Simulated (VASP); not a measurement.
Wanted: the native input for a VASP 6.6.1 run.

```yaml
Task: single point
Functional: PBE
Potentials_or_basis: VASP PAW PBE potentials, release 64 (Si, Co)
Cutoff: 520 eV
k_mesh: 9 × 9 × 1
Occupations: gaussian, width 0.1 eV
Spin: no spin polarisation
Dipole_correction: yes
Further_INCAR_settings: ALGO = Normal; EDIFF = 1e-06; NBANDS = 26; NELMDL = -8
```

The structure of CoSi2 lies in POSCAR:

```
CoSi2
1.0
    3.8677060746      0.0000000000      0.0000000000
   -1.9338530373      3.3495317150      0.0000000000
    0.0000000000      0.0000000000     28.0644396925
Si Co
4 2
Direct
    0.7643081463      0.2356918537      0.5845527283
    0.0959600519      0.9040399481      0.6324413293
    0.4293936359      0.5706063641      0.6874459969
    0.7627902632      0.2372097368      0.7361194615
    0.4303690850      0.5696309150      0.5998663888
    0.0960710362      0.9039289638      0.7124030161
```

These files were run (other wordings do the same):

INCAR

```
SYSTEM = CoSi2
PREC = Accurate
ENCUT = 520
EDIFF = 1E-6
ISMEAR = 0
SIGMA = 0.1
LREAL = .FALSE.
LASPH = .TRUE.
NELM = 120
ALGO = Normal
ISIF = 2
LWAVE = .FALSE.
LCHARG = .FALSE.
LDIPOL = .TRUE.
IDIPOL = 3
DIPOL = 0.5 0.5 0.659
GGA = PE
NBANDS = 26
GGA_COMPAT = .FALSE.
NELMDL = -8
```

KPOINTS

```
Automatic mesh
0
G
  9 9 1
  0 0 0
```

Potentials or basis: VASP PAW PBE potentials, release 64 (Si, Co).

The run is started by

```bash
$ cat potpaw_PBE.64/Si/POTCAR potpaw_PBE.64/Co/POTCAR > POTCAR
$ mpirun -np 1 vasp_std > vasp.out
```

Results of the run:

The largest force is 1.313 eV/Å and the band gap on the k mesh is zero (bands 17 and 18 overlap by 2.06 eV).

Caveat: the run has no spin polarisation, though such a crystal can be magnetic.

Run time: 7.2 min on 1 thread of Intel(R) Xeon(R) Platinum 8488C (Sapphire Rapids), on a shared host, peak memory 0.54 GiB.
